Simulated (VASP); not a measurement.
# W (Im-3m) in VASP: a series of runs

The runs below take W through single point, with PBE.

Program: VASP 6.6.1. These are calculated values, not measurements. Logs are shortened: lines on timing, memory, paths and dates and some standing lists are left out, and cuts for length are marked.

## Step 1: The cell of the first run

It takes space group Im-3m (No. 229, cubic). The conventional cell has a = 3.184 Å, b = 3.184 Å, c = 3.184 Å, α = 90.00°, β = 90.00°, γ = 90.00°. Within 3.6 Å of W (site symmetry m-3m) lie 14 W at 2.76 to 3.18 Å.

## Step 2: Single point, PBE

INCAR reads:

```
SYSTEM = W
PREC = Accurate ; ENCUT = 520
EDIFF = 1E-6 ; ISMEAR = 0
SIGMA = 0.3 ; LREAL = .FALSE.
LASPH = .TRUE. ; NELM = 60
ALGO = Normal ; ISIF = 2
LWAVE = .FALSE. ; LCHARG = .FALSE.
GGA = PE ; NBANDS = 13
```

KPOINTS reads:

```
Automatic mesh
0
G
  12 12 12
  0 0 0
```

POSCAR reads:

```
W
1.0
   -1.5919471957      1.5919471957      1.5919471957
    1.5919471957     -1.5919471957      1.5919471957
    1.5919471957      1.5919471957     -1.5919471957
W
1
Direct
    0.0000000000      0.0000000000      0.0000000000
```

Potentials or basis: VASP PAW PBE potentials, release 64 (W_sv).

Command:

```sh
$ cat potpaw_PBE.64/W_sv/POTCAR > POTCAR
$ mpirun -np 1 vasp_std > vasp.out
```

OUTCAR:

```text
SYSTEM = W
   PREC = Accurate
   ENCUT = 520
   EDIFF = 1E-6
   ISMEAR = 0
   LREAL = .FALSE.
   LASPH = .TRUE.
   NELM = 60
   ISIF = 2
   GGA = PE

 ion  position               nearest neighbor table
   1  0.000  0.000  0.000-

  LATTYP: Found a body centered cubic cell.
 ALAT       =     3.1838943914

  Lattice vectors:

 A1 = (  -1.5919471957,   1.5919471957,   1.5919471957)
 A2 = (   1.5919471957,  -1.5919471957,   1.5919471957)
 A3 = (   1.5919471957,   1.5919471957,  -1.5919471957)

Analysis of symmetry for initial positions (statically):
=====================================================================
 Subroutine PRICEL returns:
 Original cell was already a primitive cell.

 Routine SETGRP: Setting up the symmetry group for a
 body centered cubic supercell.

 Subroutine GETGRP returns: Found 48 space group operations
[... 9 lines left out ...]

 Routine SETGRP: Setting up the symmetry group for a
 body centered cubic supercell.

 Subroutine GETGRP returns: Found 48 space group operations
[... 11 lines left out ...]
                                     Primitive cell

  volume of cell :      16.1379

  direct lattice vectors                    reciprocal lattice vectors
    -1.591947196  1.591947196  1.591947196     0.000000000  0.314080769  0.314080769
     1.591947196 -1.591947196  1.591947196     0.314080769  0.000000000  0.314080769
     1.591947196  1.591947196 -1.591947196     0.314080769  0.314080769  0.000000000

  length of vectors
     2.757333426  2.757333426  2.757333426     0.444177284  0.444177284  0.444177284

  position of ions in fractional coordinates (direct lattice)
     0.000000000  0.000000000  0.000000000

  ion indices of the primitive-cell ions
   primitive index   ion index
                 1           1

----------------------------------------------------------------------------------------

 KPOINTS: Automatic mesh

Automatic generation of k-mesh.
 Grid dimensions read from file:
 generate k-points for:   12   12   12

 Generating k-lattice:

  Cartesian coordinates                     Fractional coordinates (reciprocal lattice)
     0.000000000  0.026173397  0.026173397     0.083333333  0.000000000  0.000000000
     0.026173397  0.000000000  0.026173397     0.000000000  0.083333333  0.000000000
     0.026173397  0.026173397  0.000000000     0.000000000  0.000000000  0.083333333

  Length of vectors
     0.037014774  0.037014774  0.037014774

  Shift w.r.t. Gamma in fractional coordinates (k-lattice)
     0.000000000  0.000000000  0.000000000

 Subroutine IBZKPT returns following result:
 ===========================================

 Found     72 irreducible k-points:

 Following reciprocal coordinates:
            Coordinates               Weight
  0.000000  0.000000  0.000000      1.000000
  0.083333  0.000000  0.000000     12.000000
  0.166667  0.000000  0.000000     12.000000
  0.250000  0.000000  0.000000     12.000000
  0.333333  0.000000  0.000000     12.000000
  0.416667  0.000000  0.000000     12.000000
[... 16 lines left out ...]
  0.333333  0.083333  0.083333     24.000000
  0.416667  0.083333  0.083333     12.000000
 [... further k-points ...]
   k-points           NKPTS =     72   k-points in BZ     NKDIM =     72   number of bands    NBANDS=     13
   number of dos      NEDOS =    301   number of ions     NIONS =      1
   total plane-waves  NPLWV =  13824
   dimension x,y,z NGX =    24 NGY =   24 NGZ =   24
   dimension x,y,z NGXF=    48 NGYF=   48 NGZF=   48
   ions per type =               1
   NGX,Y,Z   is equivalent  to a cutoff of  14.47, 14.47, 14.47 a.u.
   NGXF,Y,Z  is equivalent  to a cutoff of  28.94, 28.94, 28.94 a.u.
 SYSTEM =  W
   PREC   = accura    normal or accurate (medium, high low for compatibility)
   ISTART =      0    job   : 0-new  1-cont  2-samecut
   ICHARG =      2    charge: 1-file 2-atom 10-const
   ISPIN  =      1    spin polarized calculation?
   LNONCOLLINEAR =      F non collinear calculations
   LSORBIT =      F    spin-orbit coupling
   LASPH  =      T    aspherical Exc in radial PAW
   ENCUT  =  520.0 eV  38.22 Ry    6.18 a.u.   5.13  5.13  5.13*2*pi/ulx,y,z
   NELM   =     60;   NELMIN=  2; NELMDL= -5     # of ELM steps
   EDIFF  = 0.1E-05   stopping-criterion for ELM
   LREAL  =      F    real-space projection
   EDIFFG = 0.1E-04   stopping-criterion for IOM
   NSW    =      0    number of steps for IOM
   IBRION =     -1    ionic relax: 0-MD 1-quasi-New 2-CG
   NFREE  =      0    steps in history (QN), initial steepest desc. (CG)
   ISIF   =      2    stress and relaxation
   ISYM   =      2    0-nonsym 1-usesym 2-fastsym
   POTIM  = 0.5000    time-step for ionic-motion
   TEBEG  =    0.0;   TEEND  =   0.0 temperature during run
   PSTRESS=    0.0 pullay stress
   NELECT =      14.0000    total number of electrons
   NUPDOWN=      -1.0000    fix difference up-down
   EMIN   =  10.00;   EMAX   =-10.00  energy-range for DOS
   EFERMI =   0.00;   METHOD = LEGACY
   ISMEAR =     0;   SIGMA  =   0.30  broadening in eV -4-tet -1-fermi 0-gaus
   EFERMI_NEDOS =   21; number of points for ismear=-14 and -15
   IALGO  =     38    algorithm
   IMIX   =      4    mixing-type and parameters
     AMIX     =   0.40;   BMIX     =  1.00
     AMIX_MAG =   1.60;   BMIX_MAG =  1.00
  volume/ion in A,a.u.               =      16.14       108.90
  Fermi-wavevector in a.u.,A,eV,Ry     =   1.561357  2.950537 33.168764  2.437835
  Thomas-Fermi vector in A             =   2.664434
   LORBIT       =      0    0 simple, 1 ext, 2 COOP (PROOUT), +10 PAW based schemes
   GGA     = PE    functional components
   LHFCALC =     F    Hartree Fock is set to
   AEXX    =    0.0000 exact exchange contribution
   IVDW    =     0    specifies the selected vdW correction
   LEPSILON=     F    determine dielectric tensor
   LRPA    =     F    only Hartree local field effects (RPA)
 non-spin polarized calculation
 Gauss-broadening in eV      SIGMA  =   0.30
  energy-cutoff  :      520.00
  volume of cell :       16.14
 maximum number of plane-waves:       466
 NGX is ok and might be reduce to    24
   NGX = 11   NGY = 11   NGZ = 11

 number of electron      14.0000002 magnetization

 Free energy of the ion-electron system (eV)
  ---------------------------------------------------
  ext. energy  EPLUGINS =         0.00000000
  ---------------------------------------------------
  free energy    TOTEN  =       -12.96640558 eV

  energy without entropy =      -12.94489541  energy(sigma->0) =      -12.95565050

 E-fermi :  11.1074     XC(G=0): -13.5394

 val. band max:       11.0716577023   @ k =  -0.2500   0.3333   0.1667
 cond. band min:      11.1186035719   @ k =  -0.1667   0.1667   0.0833
 fundamental gap:      0.0469458695
 Fermi energy:        11.1074053991

 k-point     1 :       0.0000    0.0000    0.0000
  band No.  band energies     occupation
      1     -63.0192      2.00000
      2     -26.6069      2.00000
      3     -26.6069      2.00000
      4     -26.6069      2.00000
      5       1.6484      2.00000
      6       9.9883      2.00000
      7       9.9883      2.00000
      8       9.9883      2.00000
      9      13.4063      0.00000
     10      13.4063      0.00000
     11      25.6620      0.00000
     12      25.6620      0.00000
     13      25.6620      0.00000

 k-point     2 :       0.0833    0.0000    0.0000
  band No.  band energies     occupation
      1     -63.0110      2.00000
      2     -26.6944      2.00000
      3     -26.6344      2.00000
      4     -26.6073      2.00000
      5       1.9748      2.00000
      6       9.7926      2.00000
      7       9.9372      2.00000
      8      10.3044      1.99985
      9      13.1140      0.00000
     10      13.4099      0.00000
     11      25.9298      0.00000
     12      26.2186      0.00000
     13      26.4287      0.00000

 k-point     3 :       0.1667    0.0000    0.0000
  band No.  band energies     occupation
      1     -62.9884      2.00000
      2     -26.9285      2.00000
      3     -26.7087      2.00000
      4     -26.6084      2.00000
      5       2.8698      2.00000
      6       9.3004      2.00000
      7       9.6880      2.00000
      8      11.2294      0.56518
      9      12.7262      0.00000
     10      13.4524      0.00000
     11      26.3689      0.00000
     12      27.7845      0.00000
     13      27.8927      0.00000

 k-point     4 :       0.2500    0.0000    0.0000
  band No.  band energies     occupation
      1     -62.9575      2.00000
      2     -27.2371      2.00000
      3     -26.8086      2.00000
      4     -26.6099      2.00000
      5       4.0303      2.00000
      6       8.7062      2.00000
      7       9.3687      2.00000
      8      12.6862      0.00000
      9      12.7921      0.00000
     10      13.5913      0.00000
     11      25.8452      0.00000
     12      27.4805      0.00000
     13      30.1320      0.00000

 k-point     5 :       0.3333    0.0000    0.0000
  band No.  band energies     occupation
      1     -62.9265      2.00000
      2     -27.5341      2.00000
      3     -26.9069      2.00000
      4     -26.6115      2.00000
      5       4.8530      2.00000
      6       8.1796      2.00000
      7       9.7146      2.00000
      8      13.1475      0.00000
      9      13.8409      0.00000
     10      14.5099      0.00000
     11      24.3832      0.00000
     12      25.1360      0.00000
     13      31.9739      0.00000

 k-point     6 :       0.4167    0.0000    0.0000
  band No.  band energies     occupation
      1     -62.9037      2.00000
      2     -27.7448      2.00000
      3     -26.9777      2.00000
      4     -26.6128      2.00000
      5       5.0408      2.00000
      6       7.8275      2.00000
      7      10.9344      1.58538
      8      13.3763      0.00000
      9      14.1181      0.00000
     10      16.3126      0.00000
     11      22.9208      0.00000
     12      23.1137      0.00000
     13      29.0323      0.00000

 k-point     7 :       0.5000    0.0000    0.0000
  band No.  band energies     occupation
      1     -62.8953      2.00000
      2     -27.8206      2.00000
      3     -27.0034      2.00000
      4     -26.6132      2.00000
      5       5.0261      2.00000
      6       7.7046      2.00000
      7      11.8032      0.00104
      8      13.2896      0.00000
      9      14.2468      0.00000
     10      17.1798      0.00000
     11      21.9818      0.00000
     12      22.6256      0.00000
     13      27.7731      0.00000
[... 193 lines left out ...]
 k-point    20 :       0.0833    0.0833    0.0833
  band No.  band energies     occupation
      1     -62.9756      2.00000
      2     -27.0801      2.00000
      3     -26.6701      2.00000
      4     -26.6701      2.00000
      5       3.4247      2.00000
      6       9.0761      2.00000
      7       9.0761      2.00000
      8      12.2279      0.00000
      9      13.1462      0.00000
     10      13.1462      0.00000
     11      26.8763      0.00000
     12      27.9036      0.00000
     13      27.9036      0.00000

 k-point    21 :       0.1667    0.0833    0.0833
  band No.  band energies     occupation
      1     -62.9482      2.00000
      2     -27.3258      2.00000
      3     -26.7811      2.00000
      4     -26.6781      2.00000
      5       4.5890      2.00000
      6       8.4979      2.00000
      7       8.6879      2.00000
      8      13.0737      0.00000
      9      13.5587      0.00000
     10      13.9098      0.00000
     11      26.6015      0.00000
     12      27.3302      0.00000
     13      28.5481      0.00000

 k-point    22 :       0.2500    0.0833    0.0833
  band No.  band energies     occupation
      1     -62.9208      2.00000
      2     -27.5421      2.00000
      3     -26.9141      2.00000
      4     -26.6863      2.00000
      5       5.5047      2.00000
      6       8.0425      2.00000
      7       8.9223      2.00000
      8      13.2943      0.00000
      9      13.9070      0.00000
     10      15.8487      0.00000
     11      24.6523      0.00000
     12      25.0178      0.00000
     13      28.6318      0.00000

 k-point    23 :       0.3333    0.0833    0.0833
  band No.  band energies     occupation
      1     -62.9006      2.00000
      2     -27.6888      2.00000
      3     -27.0188      2.00000
      4     -26.6923      2.00000
      5       5.7014      2.00000
      6       7.7570      2.00000
      7      10.0871      2.00000
      8      13.5126      0.00000
      9      14.1766      0.00000
     10      17.6333      0.00000
     11      22.0039      0.00000
     12      23.7800      0.00000
     13      27.4805      0.00000

 k-point    24 :       0.4167    0.0833    0.0833
  band No.  band energies     occupation
      1     -62.8932      2.00000
      2     -27.7405      2.00000
      3     -27.0581      2.00000
      4     -26.6945      2.00000
      5       5.6756      2.00000
      6       7.6601      2.00000
      7      10.8737      1.72949
      8      13.5322      0.00000
      9      14.2861      0.00000
     10      18.4371      0.00000
     11      20.8720      0.00000
     12      23.3205      0.00000
     13      26.9465      0.00000

 [... further k-points ...]
[... 5 lines left out ...]
  --------------------------------------------------------------------------------------
  -------------------------------------------------------------------------------------
  Total        0.0482781      0.0482781      0.0482781      0.0000000     -0.0000000      0.0000000
  in kB        4.7930839      4.7930839      4.7930839      0.0000000     -0.0000000      0.0000000
  external PRESSURE =       4.7930839 kB  Pullay stress =       0.0000000 kB

 VOLUME and BASIS-vectors are now :
 -----------------------------------------------------------------------------
  energy-cutoff  :      520.00
  volume of cell :       16.14
      direct lattice vectors                 reciprocal lattice vectors
    -1.591947196  1.591947196  1.591947196     0.000000000  0.314080769  0.314080769
     1.591947196 -1.591947196  1.591947196     0.314080769  0.000000000  0.314080769
     1.591947196  1.591947196 -1.591947196     0.314080769  0.314080769  0.000000000

 POSITION                                       TOTAL-FORCE (eV/Angst)
 -----------------------------------------------------------------------------------
      0.00000      0.00000      0.00000         0.000000      0.000000      0.000000
 -----------------------------------------------------------------------------------
    total drift:                                0.000000      0.000000     -0.000000

  FREE ENERGIE OF THE ION-ELECTRON SYSTEM (eV)
  ---------------------------------------------------
  free  energy   TOTEN  =       -12.9664055834 eV

  energy  without entropy=      -12.9448954145  energy(sigma->0) =      -12.95565050
```

Wall time 4.9 s (1 thread of Intel Xeon 6975P-C (Granite Rapids), shared host); peak memory 0.14 GiB.

Results:

- Free energy: -12.9664 eV
- Pressure: 0.5 GPa
- Band gap on the k mesh: zero (band 7 reaches 16.23 eV, above the bottom of band 8 at 9.99 eV)

Caveat: spin-orbit coupling is left out, which moves the levels of the heavy elements.

## Step 3: Single point, PBE

INCAR reads:

```
PREC = Accurate
ENCUT = 520
EDIFF = 1E-6
ISMEAR = 0
SIGMA = 0.3
LREAL = False
LASPH = True
NELM = 100
ALGO = Fast
ISIF = 2
LWAVE = False
LCHARG = False
GGA = PE
NBANDS = 13
```

KPOINTS reads:

```
regular mesh
0
Gamma
  16 16 16
```

POSCAR reads:

```
W
1.0
   -1.5916886361      1.5916886361      1.5916886361
    1.5916886361     -1.5916886361      1.5916886361
    1.5916886361      1.5916886361     -1.5916886361
W
1
Direct
    0.0000000000      0.0000000000      0.0000000000
```

Potentials or basis: VASP PAW PBE potentials, release 64 (W_sv).

Command:

```sh
$ cat potpaw_PBE.64/W_sv/POTCAR > POTCAR
$ mpirun -np 1 vasp_std > vasp.out
```

Wall time 10 s (1 thread of Intel Xeon 6975P-C (Granite Rapids), shared host); peak memory 0.16 GiB.

Results (log left out):

| Property | Result |
| --- | --- |
| Free energy | -12.9680 eV |
| Pressure | 0.4 GPa |
| Band gap on the k mesh | zero (band 7 reaches 16.24 eV, above the bottom of band 8 at 9.99 eV) |

Levels at points of the mesh, in eV from the Fermi level:
| k point | band 4 | band 5 | band 6 | band 7 | band 8 | band 9 | band 10 | band 11 |
| --- | --- | --- | --- | --- | --- | --- | --- | --- |
| (0.00, 0.00, 0.00) | -37.78 | -9.53 | -1.19 | -1.19 | -1.19 | 2.23 | 2.23 | 14.49 |
| (0.50, 0.00, 0.00) | -37.79 | -6.15 | -3.47 | 0.63 | 2.11 | 3.07 | 6.01 | 10.81 |
| (0.50, 0.50, 0.50) | -38.64 | -5.69 | -5.69 | 5.05 | 5.05 | 5.05 | 8.12 | 8.12 |

Caveat: spin-orbit coupling is left out, which moves the levels of the heavy elements.
